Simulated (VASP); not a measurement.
The system is PtS2.

```
Pt S
1.0
     4.29351    0.00000    0.00000
     0.00000    4.29351    0.00000
     0.00000    0.00000    8.40106
Pt S
2 4
Cartesian
  0.0000 0.0000 0.0000
  2.1468 2.1468 4.2005
  2.9686 1.3249 0.0000
  1.3249 2.9686 0.0000
  0.8219 0.8219 4.2005
  3.4716 3.4716 4.2005
```

```yaml
Program: VASP 6.6.1
Task: relaxation of cell and atoms
Functional: PBE
Potentials_or_basis: VASP PAW PBE potentials, release 64 (Pt, S)
Cutoff: 600 eV
k_mesh: 4 × 4 × 2
Occupations: gaussian, width 0.1 eV
Spin: no spin polarisation
```

At the start: pressure 31.3 GPa; volume 25.81 Å³/atom.

Where does the relaxation end?

Over 8 steps the energy falls by 846.3 meV/atom and the volume is 28.92 Å³/atom (+12.1 %); space group P4_2/mnm (No. 136, to 0.05 Å).

Step by step:
```tsv
step	energy change (eV)	largest force (eV/Å)	pressure (GPa)	volume (Å³)
1	0.0000	10.8282	31.34	154.87
2	3.2553	7.0268	1.70	288.75
3	1.6502	3.9477	-1.37	264.71
4	0.3930	2.7176	-3.69	245.94
5	-3.6653	1.8165	-6.57	197.78
6	-5.0594	0.3104	-1.22	175.67
7	-5.0705	0.2422	0.67	172.13
8	-5.0777	0.0056	-0.13	173.54
```

Final structure:
```yaml
crystal:
  lattice:
    - [4.54479, 0.00000, 0.00000]
    - [0.00000, 4.54479, 0.00000]
    - [0.00000, 0.00000, 8.40166]
  atoms:
    - { symbol: Pt, position: [0.00000, 0.00000, 0.00000] }
    - { symbol: Pt, position: [0.50000, 0.50000, 0.50000] }
    - { symbol: S, position: [0.66319, 0.33681, 0.00000] }
    - { symbol: S, position: [0.33681, 0.66319, 0.00000] }
    - { symbol: S, position: [0.16319, 0.16319, 0.50000] }
    - { symbol: S, position: [0.83681, 0.83681, 0.50000] }
```

Caveat: the k points lie up to 0.37 Å⁻¹ apart in the final cell.
